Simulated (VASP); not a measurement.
Wanted: the native input for a VASP 6.6.1 run.

| Property | Result |
| --- | --- |
| Task | single point |
| Functional | PBE |
| Potentials or basis | VASP PAW PBE potentials, release 64 (Al) |
| Cutoff | 520 eV |
| k mesh | 4 × 6 × 4 |
| Occupations | gaussian, width 0.1 eV |
| Spin | no spin polarisation |
| Dipole correction | no |
| Further INCAR settings | ALGO = Normal; EDIFF = 1e-06; NBANDS = 14 |

The structure of Al lies in POSCAR:

```
Al
1.0
    4.3994323145      0.0000000000      0.0367732340
    0.0000000000      2.9153870474      0.0000000000
   -0.0462408769      0.0000000000      5.2667434046
Al
4
Direct
    0.2500015657      0.0000000000      0.3347460474
    0.2499761163      0.5000000000      0.8347532434
    0.7500238837      0.5000000000      0.1652467566
    0.7499984343      0.0000000000      0.6652539526
```

These files were run (other wordings do the same):

INCAR

```
ALGO     = Normal         # electronic algorithm
EDIFF    = 1E-6           # SCF threshold, eV
ENCUT    = 520            # plane-wave cutoff, eV
GGA      = PE             # functional
ISIF     = 2              # what is computed and relaxed
ISMEAR   = 0              # smearing method
LASPH    = T              # aspherical terms in the spheres
LCHARG   = F              # write CHGCAR
LREAL    = F              # projectors in reciprocal space
LWAVE    = F              # write WAVECAR
NBANDS   = 14             # bands
NELM     = 60             # most SCF steps
PREC     = Accurate       # precision mode
SIGMA    = 0.1            # smearing width, eV
```

KPOINTS

```
k-points
0
Gamma
  4 6 4
```

Potentials or basis: VASP PAW PBE potentials, release 64 (Al).

The run is started by

```console
$ cat potpaw_PBE.64/Al/POTCAR > POTCAR
$ mpirun -np 1 vasp_std > vasp.out
```

It gave:

```json
{
  "Pressure": "0.1 GPa",
  "Band gap on the k mesh": "zero (bands 6 and 7 overlap by 5.91 eV)"
}
```

It took 30 s on 1 thread of Intel Xeon 8259CL (shared host), peak memory 0.18 GiB.
